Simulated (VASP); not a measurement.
# Si (Fd-3m) in VASP: a series of runs

Runs on Si. Level: PBEsol. Tasks: single point, relaxation of cell and atoms.

Everything below comes from runs of VASP 6.6.1. Logs are shortened: lines on timing, memory, paths and dates and some standing lists are left out, and cuts for length are marked.

### 1 The cell of the first run

It takes space group Fd-3m (No. 227, cubic). The conventional cell has a = 5.415 Å, b = 5.415 Å, c = 5.415 Å, α = 90.00°, β = 90.00°, γ = 90.00°. Within 3.1 Å of Si (site symmetry -43m) lie 4 Si at 2.34 Å.

### 2 Single point, PBEsol

INCAR reads:

```
PREC = Accurate ; ENCUT = 520
EDIFF = 1E-6 ; ISMEAR = 0
SIGMA = 0.01 ; LREAL = False
LASPH = True ; NELM = 60
ALGO = Normal ; ISIF = 2
LWAVE = False ; LCHARG = True
GGA = PS ; LELF = True
LVHAR = True ; NBANDS = 11
```

KPOINTS reads:

```
Automatic mesh
0
Gamma
  8 8 8
```

POSCAR reads:

```
Si
1.0
    0.0000000000      2.7074890652      2.7074890652
    2.7074890652      0.0000000000      2.7074890652
    2.7074890652      2.7074890652      0.0000000000
Si
2
Direct
    0.2500000000      0.2500000000      0.2500000000
    0.0000000000      0.0000000000      0.0000000000
```

Potentials or basis: VASP PAW PBE potentials, release 64 (Si).

The run is started by

```console
> cat potpaw_PBE.64/Si/POTCAR > POTCAR
> mpirun -np 1 vasp_std > vasp.out
```

OUTCAR:

```text
PREC = Accurate
   ENCUT = 520
   EDIFF = 1E-6
   ISMEAR = 0
   LREAL = False
   LASPH = True
   NELM = 60
   ISIF = 2
   GGA = PS

 ion  position               nearest neighbor table
   1  0.250  0.250  0.250-   2 2.34   2 2.34   2 2.34   2 2.34
   2  0.000  0.000  0.000-   1 2.34   1 2.34   1 2.34   1 2.34

  LATTYP: Found a face centered cubic cell.
 ALAT       =     5.4149781304

  Lattice vectors:

 A1 = (   0.0000000000,   2.7074890652,   2.7074890652)
 A2 = (   2.7074890652,   0.0000000000,   2.7074890652)
 A3 = (   2.7074890652,   2.7074890652,   0.0000000000)

Analysis of symmetry for initial positions (statically):
=====================================================================
 Subroutine PRICEL returns:
 Original cell was already a primitive cell.

 Routine SETGRP: Setting up the symmetry group for a
 face centered cubic supercell.

 Subroutine GETGRP returns: Found 48 space group operations
 (whereof 24 operations were pure point group operations)
 out of a pool of 48 trial point group operations.

The static configuration has the point symmetry T_d .
 The point group associated with its full space group is O_h .

Analysis of symmetry for dynamics (positions and initial velocities):
=====================================================================
 Subroutine PRICEL returns:
 Original cell was already a primitive cell.

 Routine SETGRP: Setting up the symmetry group for a
 face centered cubic supercell.

 Subroutine GETGRP returns: Found 48 space group operations
 (whereof 24 operations were pure point group operations)
 out of a pool of 48 trial point group operations.

The dynamic configuration has the point symmetry T_d .
 The point group associated with its full space group is O_h .

 Subroutine INISYM returns: Found 48 space group operations
 (whereof 24 operations are pure point group operations),
 and found     1 'primitive' translations

----------------------------------------------------------------------------------------

                                     Primitive cell

  volume of cell :      39.6945

  direct lattice vectors                    reciprocal lattice vectors
     0.000000000  2.707489065  2.707489065    -0.184672953  0.184672953  0.184672953
     2.707489065  0.000000000  2.707489065     0.184672953 -0.184672953  0.184672953
     2.707489065  2.707489065  0.000000000     0.184672953  0.184672953 -0.184672953

  length of vectors
     3.828967756  3.828967756  3.828967756     0.319862937  0.319862937  0.319862937

  position of ions in fractional coordinates (direct lattice)
     0.250000000  0.250000000  0.250000000
     0.000000000  0.000000000  0.000000000

  ion indices of the primitive-cell ions
   primitive index   ion index
                 1           1
                 2           2

----------------------------------------------------------------------------------------

 KPOINTS: Automatic mesh

Automatic generation of k-mesh.
 Grid dimensions read from file:
 generate k-points for:    8    8    8

 Generating k-lattice:

  Cartesian coordinates                     Fractional coordinates (reciprocal lattice)
    -0.023084119  0.023084119  0.023084119     0.125000000  0.000000000  0.000000000
     0.023084119 -0.023084119  0.023084119     0.000000000  0.125000000  0.000000000
     0.023084119  0.023084119 -0.023084119     0.000000000  0.000000000  0.125000000

  Length of vectors
     0.039982867  0.039982867  0.039982867

  Shift w.r.t. Gamma in fractional coordinates (k-lattice)
     0.000000000  0.000000000  0.000000000

 Subroutine IBZKPT returns following result:
 ===========================================

 Found     29 irreducible k-points:

 Following reciprocal coordinates:
            Coordinates               Weight
  0.000000  0.000000  0.000000      1.000000
  0.125000  0.000000  0.000000      8.000000
  0.250000  0.000000  0.000000      8.000000
  0.375000  0.000000  0.000000      8.000000
  0.500000  0.000000  0.000000      4.000000
  0.125000  0.125000  0.000000      6.000000
[... 16 lines left out ...]
  0.500000  0.250000  0.125000     48.000000
 -0.375000  0.250000  0.125000     24.000000
 [... further k-points ...]
   k-points           NKPTS =     29   k-points in BZ     NKDIM =     29   number of bands    NBANDS=     11
   number of dos      NEDOS =    301   number of ions     NIONS =      2
   total plane-waves  NPLWV =  21952
   dimension x,y,z NGX =    28 NGY =   28 NGZ =   28
   dimension x,y,z NGXF=    56 NGYF=   56 NGZF=   56
   ions per type =               2
   NGX,Y,Z   is equivalent  to a cutoff of  12.16, 12.16, 12.16 a.u.
   NGXF,Y,Z  is equivalent  to a cutoff of  24.31, 24.31, 24.31 a.u.
 SYSTEM =  unknown system
   PREC   = accura    normal or accurate (medium, high low for compatibility)
   ISTART =      0    job   : 0-new  1-cont  2-samecut
   ICHARG =      2    charge: 1-file 2-atom 10-const
   ISPIN  =      1    spin polarized calculation?
   LNONCOLLINEAR =      F non collinear calculations
   LSORBIT =      F    spin-orbit coupling
   LASPH  =      T    aspherical Exc in radial PAW
   ENCUT  =  520.0 eV  38.22 Ry    6.18 a.u.   7.12  7.12  7.12*2*pi/ulx,y,z
   NELM   =     60;   NELMIN=  2; NELMDL= -5     # of ELM steps
   EDIFF  = 0.1E-05   stopping-criterion for ELM
   LREAL  =      F    real-space projection
   EDIFFG = 0.1E-04   stopping-criterion for IOM
   NSW    =      0    number of steps for IOM
   IBRION =     -1    ionic relax: 0-MD 1-quasi-New 2-CG
   NFREE  =      0    steps in history (QN), initial steepest desc. (CG)
   ISIF   =      2    stress and relaxation
   ISYM   =      2    0-nonsym 1-usesym 2-fastsym
   POTIM  = 0.5000    time-step for ionic-motion
   TEBEG  =    0.0;   TEEND  =   0.0 temperature during run
   PSTRESS=    0.0 pullay stress
   NELECT =       8.0000    total number of electrons
   NUPDOWN=      -1.0000    fix difference up-down
   EMIN   =  10.00;   EMAX   =-10.00  energy-range for DOS
   EFERMI =   0.00;   METHOD = LEGACY
   ISMEAR =     0;   SIGMA  =   0.01  broadening in eV -4-tet -1-fermi 0-gaus
   EFERMI_NEDOS =   21; number of points for ismear=-14 and -15
   IALGO  =     38    algorithm
   IMIX   =      4    mixing-type and parameters
     AMIX     =   0.40;   BMIX     =  1.00
     AMIX_MAG =   1.60;   BMIX_MAG =  1.00
  volume/ion in A,a.u.               =      19.85       133.94
  Fermi-wavevector in a.u.,A,eV,Ry     =   0.959831  1.813818 12.534715  0.921276
  Thomas-Fermi vector in A             =   2.089062
   LORBIT       =      0    0 simple, 1 ext, 2 COOP (PROOUT), +10 PAW based schemes
   GGA     = PS    functional components
   LHFCALC =     F    Hartree Fock is set to
   AEXX    =    0.0000 exact exchange contribution
   IVDW    =     0    specifies the selected vdW correction
   LEPSILON=     F    determine dielectric tensor
   LRPA    =     F    only Hartree local field effects (RPA)
 non-spin polarized calculation
 Gauss-broadening in eV      SIGMA  =   0.01
  energy-cutoff  :      520.00
  volume of cell :       39.69
 maximum number of plane-waves:      1090
   NGX = 15   NGY = 15   NGZ = 15

 number of electron       8.0000001 magnetization

 Free energy of the ion-electron system (eV)
  ---------------------------------------------------
  ext. energy  EPLUGINS =         0.00000000
  ---------------------------------------------------
  free energy    TOTEN  =       -11.48753711 eV

  energy without entropy =      -11.48753711  energy(sigma->0) =      -11.48753711

 E-fermi :   5.9619     XC(G=0):  -9.5863

 val. band max:        5.8800512141   @ k =   0.0000   0.0000   0.0000
 cond. band min:       6.3683924279   @ k =   0.3750   0.3750   0.0000
 fundamental gap:      0.4883412138
 Fermi energy:         5.9618947655

 k-point     1 :       0.0000    0.0000    0.0000
  band No.  band energies     occupation
      1      -6.1710      2.00000
      2       5.8801      2.00000
      3       5.8801      2.00000
      4       5.8801      2.00000
      5       8.4001      0.00000
      6       8.4001      0.00000
      7       8.4001      0.00000
      8       9.3038      0.00000
      9      13.5724      0.00000
     10      13.5724      0.00000
     11      13.6253      0.00000

 k-point     2 :       0.1250    0.0000    0.0000
  band No.  band energies     occupation
      1      -5.9645      2.00000
      2       4.2639      2.00000
      3       5.5849      2.00000
      4       5.5849      2.00000
      5       8.3496      0.00000
      6       8.8318      0.00000
      7       8.8318      0.00000
      8      10.6277      0.00000
      9      13.0639      0.00000
     10      13.0639      0.00000
     11      14.4370      0.00000

 k-point     3 :       0.2500    0.0000    0.0000
  band No.  band energies     occupation
      1      -5.3616      2.00000
      2       1.9110      2.00000
      3       5.1089      2.00000
      4       5.1089      2.00000
      5       7.8706      0.00000
      6       9.3444      0.00000
      7       9.3444      0.00000
      8      12.7987      0.00000
      9      13.0140      0.00000
     10      13.0140      0.00000
     11      14.6936      0.00000

 k-point     4 :       0.3750    0.0000    0.0000
  band No.  band energies     occupation
      1      -4.4535      2.00000
      2      -0.1342      2.00000
      3       4.7806      2.00000
      4       4.7806      2.00000
      5       7.5044      0.00000
      6       9.2675      0.00000
      7       9.2675      0.00000
      8      13.5839      0.00000
      9      14.4237      0.00000
     10      14.4237      0.00000
     11      15.5276      0.00000
[... 239 lines left out ...]
 k-point    22 :       0.3750    0.2500    0.1250
  band No.  band energies     occupation
      1      -4.8256      2.00000
      2       1.5731      2.00000
      3       3.1033      2.00000
      4       4.4272      2.00000
      5       8.2550      0.00000
      6       9.7478      0.00000
      7       9.9836      0.00000
      8      11.3636      0.00000
      9      13.6420      0.00000
     10      16.1597      0.00000
     11      16.8598      0.00000

 k-point    23 :       0.5000    0.2500    0.1250
  band No.  band energies     occupation
      1      -3.9235      2.00000
      2      -0.0027      2.00000
      3       2.4919      2.00000
      4       3.9117      2.00000
      5       8.6814      0.00000
      6       9.3704      0.00000
      7      10.8368      0.00000
      8      11.7895      0.00000
      9      14.8771      0.00000
     10      15.5668      0.00000
     11      17.7799      0.00000

 k-point    24 :      -0.3750    0.2500    0.1250
  band No.  band energies     occupation
      1      -3.2552      2.00000
      2      -0.9697      2.00000
      3       2.3659      2.00000
      4       3.6758      2.00000
      5       8.8985      0.00000
      6       8.9101      0.00000
      7      11.7666      0.00000
      8      12.9398      0.00000
      9      13.2436      0.00000
     10      16.3950      0.00000
     11      17.5666      0.00000

 [... further k-points ...]
[... 5 lines left out ...]
  --------------------------------------------------------------------------------------
  -------------------------------------------------------------------------------------
  Total        0.2758891      0.2758891      0.2758891     -0.0000000     -0.0000000     -0.0000000
  in kB       11.1356343     11.1356343     11.1356343     -0.0000000     -0.0000000     -0.0000000
  external PRESSURE =      11.1356343 kB  Pullay stress =       0.0000000 kB

 VOLUME and BASIS-vectors are now :
 -----------------------------------------------------------------------------
  energy-cutoff  :      520.00
  volume of cell :       39.69
      direct lattice vectors                 reciprocal lattice vectors
     0.000000000  2.707489065  2.707489065    -0.184672953  0.184672953  0.184672953
     2.707489065  0.000000000  2.707489065     0.184672953 -0.184672953  0.184672953
     2.707489065  2.707489065  0.000000000     0.184672953  0.184672953 -0.184672953

 POSITION                                       TOTAL-FORCE (eV/Angst)
 -----------------------------------------------------------------------------------
      1.35374      1.35374      1.35374        -0.000000     -0.000000     -0.000000
      0.00000      0.00000      0.00000         0.000000      0.000000      0.000000
 -----------------------------------------------------------------------------------
    total drift:                                0.000000      0.000000     -0.000000

  FREE ENERGIE OF THE ION-ELECTRON SYSTEM (eV)
  ---------------------------------------------------
  free  energy   TOTEN  =       -11.4875371062 eV

  energy  without entropy=      -11.4875371062  energy(sigma->0) =      -11.48753711
```

Run time: 5.2 s. Hardware: 1 thread of Intel Xeon 6975P-C (Granite Rapids), shared host; peak memory 0.15 GiB.

What came out:

- Free energy: -11.4875 eV
- Pressure: 1.1 GPa
- Band gap on the k mesh: 0.49 eV, indirect (least direct gap 2.52 eV)

Levels at points of the mesh, in eV from the valence-band top:
```csv
k point,band 1,band 2,band 3,band 4,band 5,band 6,band 7,band 8,band 9
"(0.00, 0.00, 0.00)",-12.05,0.00,0.00,0.00,2.52,2.52,2.52,3.42,7.69
"(0.50, 0.00, 0.00)",-9.68,-7.06,-1.21,-1.21,1.50,3.27,3.27,7.52,10.53
"(0.50, 0.50, 0.00)",-7.86,-7.86,-2.90,-2.90,0.57,0.57,10.14,10.14,10.96
```

Caveat: the PAW data sets were made with another functional, which shifts forces and pressure a little. A k mesh can miss the band edges.

### 3 Single point, PBEsol

This run uses another cell than the first one, of 19.65 Å³/atom, 0.990 times its volume.

INCAR reads:

```
PREC     = Accurate       # precision mode
ENCUT    = 520            # plane-wave cutoff, eV
EDIFF    = 1E-6           # SCF threshold, eV
ISMEAR   = 0              # smearing method
SIGMA    = 0.01           # smearing width, eV
LREAL    = False          # projectors in reciprocal space
LASPH    = True           # aspherical terms in the spheres
NELM     = 100            # most SCF steps
ALGO     = Normal         # electronic algorithm
ISIF     = 2              # what is computed and relaxed
LWAVE    = False          # write WAVECAR
LCHARG   = False          # write CHGCAR
GGA      = PS             # functional
NBANDS   = 11             # bands
```

KPOINTS is that of step 2.

POSCAR reads:

```
Si
1.0
    0.0000000000      2.6984310869      2.6984310869
    2.6984310869      0.0000000000      2.6984310869
    2.6984310869      2.6984310869      0.0000000000
Si
2
Direct
    0.2500000000      0.2500000000      0.2500000000
    0.0000000000      0.0000000000      0.0000000000
```

Potentials or basis: VASP PAW PBE potentials, release 64 (Si).

The run is started by

```console
> cat potpaw_PBE.64/Si/POTCAR > POTCAR
> mpirun -np 1 vasp_std > vasp.out
```

Run time: 4.6 s. Hardware: 1 thread of Intel Xeon 6975P-C (Granite Rapids), shared host; peak memory 0.14 GiB.

The run converged. Its results:

- Free energy: -11.4835 eV
- Pressure: 2.1 GPa
- Band gap on the k mesh: 0.47 eV, indirect (least direct gap 2.52 eV)

Levels at points of the mesh, in eV from the valence-band top:
```csv
k point,band 2,band 3,band 4,band 5,band 6,band 7
"(0.00, 0.00, 0.00)",0.00,0.00,0.00,2.52,2.52,2.52
"(0.50, 0.00, 0.00)",-7.11,-1.22,-1.22,1.53,3.26,3.26
"(0.50, 0.50, 0.00)",-7.89,-2.92,-2.92,0.55,0.55,10.23
```

Caveat: the PAW data sets were made with another functional, which shifts forces and pressure a little.

### 4 Relaxation of cell and atoms, PBEsol, target pressure 1 GPa, at which the enthalpy is minimised

This run uses another cell than the first one, of 20.05 Å³/atom, 1.010 times its volume.

INCAR reads:

```
SYSTEM = Si
  PREC = Accurate
  ENCUT = 600
  EDIFF = 1E-7
  ISMEAR = 0
  SIGMA = 0.01
  LREAL = .False.
  LASPH = .True.
  NELM = 100
  ALGO = Normal
  ISIF = 3
  LWAVE = .False.
  LCHARG = .False.
  GGA = PS
  IBRION = 2
  NSW = 100
  EDIFFG = -0.002
  PSTRESS = 10.0
```

KPOINTS reads:

```
Automatic mesh
0
Gamma
  8 8 8
  0 0 0
```

POSCAR reads:

```
Si
1.0
    0.0000000000      2.7168137247      2.7168137247
    2.7168137247      0.0000000000      2.7168137247
    2.7168137247      2.7168137247      0.0000000000
Si
2
Direct
    0.2500000000      0.2500000000      0.2500000000
    0.0000000000      0.0000000000      0.0000000000
```

The run is started by

```console
> cat potpaw_PBE.64/Si/POTCAR > POTCAR
> mpirun -np 1 vasp_std > vasp.out
```

It took 8.6 s on 1 thread of Intel Xeon 6975P-C (Granite Rapids), shared host; peak memory 0.16 GiB.

Results (log left out):

```yaml
Free_energy: -11.4878 eV
Relaxed_volume: 19.87 Å³/atom
Relaxed_cell: a = 3.830 Å, b = 3.830 Å, c = 3.830 Å, α = 60.00°, β = 60.00°, γ = 60.00°
Space_group_after_relaxing_to_0.05_Å: Fd-3m (No. 227)
Energy_change_on_relaxing_the_enthalpy_is_what_falls: +0.6 meV/atom
Ionic_steps: 3
Pressure_after_relaxing: 1.0 GPa
Band_gap_on_the_k_mesh: 0.49 eV, indirect (least direct gap 2.52 eV)
```

The path:
```
step  energy change (eV)  largest force (eV/Å)  pressure (GPa)  volume (Å³)
   1              0.0000                0.0000            0.12        40.11
   2              0.0035                0.0000            1.68        39.47
   3              0.0013                0.0000            1.00        39.74
```

Final structure:
```
Si
1.0
     0.00000    2.70851    2.70851
     2.70851    0.00000    2.70851
     2.70851    2.70851    0.00000
Si
2
Direct
  0.25000 0.25000 0.25000
  0.00000 0.00000 0.00000
```

Levels at points of the mesh, in eV from the valence-band top:
```
           k point  band 1  band 2  band 3  band 4  band 5  band 6  band 7  band 8
(0.00, 0.00, 0.00)  -12.04    0.00    0.00    0.00    2.52    2.52    2.52    3.41
(0.50, 0.00, 0.00)   -9.67   -7.05   -1.21   -1.21    1.49    3.27    3.27    7.52
(0.50, 0.50, 0.00)   -7.85   -7.85   -2.89   -2.89    0.57    0.57   10.13   10.13
```

Caveat: the cell is relaxed towards a set pressure, so the enthalpy falls and the energy may rise; the PAW data sets were made with another functional, which shifts forces and pressure a little. A hybrid or GW would open this gap; PBEsol tends to underestimate it.

### 5 Overview

```csv
task,cell,cutoff (eV),gap on the mesh (eV),pressure (GPa)
single point,"a = 3.829 Å, angles 60.0°, 2 atoms",520,0.49,1.1
single point,"a = 3.816 Å, angles 60.0°, 2 atoms",520,0.47,2.1
relaxation of cell and atoms,"relaxed to 1 GPa from a = 3.842 Å, angles 60.0°, 2 atoms",600,0.49,1.0
```

Alike in all rows: level PBEsol; potentials or basis VASP PAW PBE potentials, release 64 (Si); no spin polarisation; k mesh 8 × 8 × 8; smearing gaussian 0.01 eV.

Caveats: the PAW data sets were made with another functional, which shifts forces and pressure a little; the cell is relaxed towards a set pressure, so the enthalpy falls and the energy may rise (some runs).

Total energies depend on the potentials used, so only differences within one code and one set of settings carry meaning.
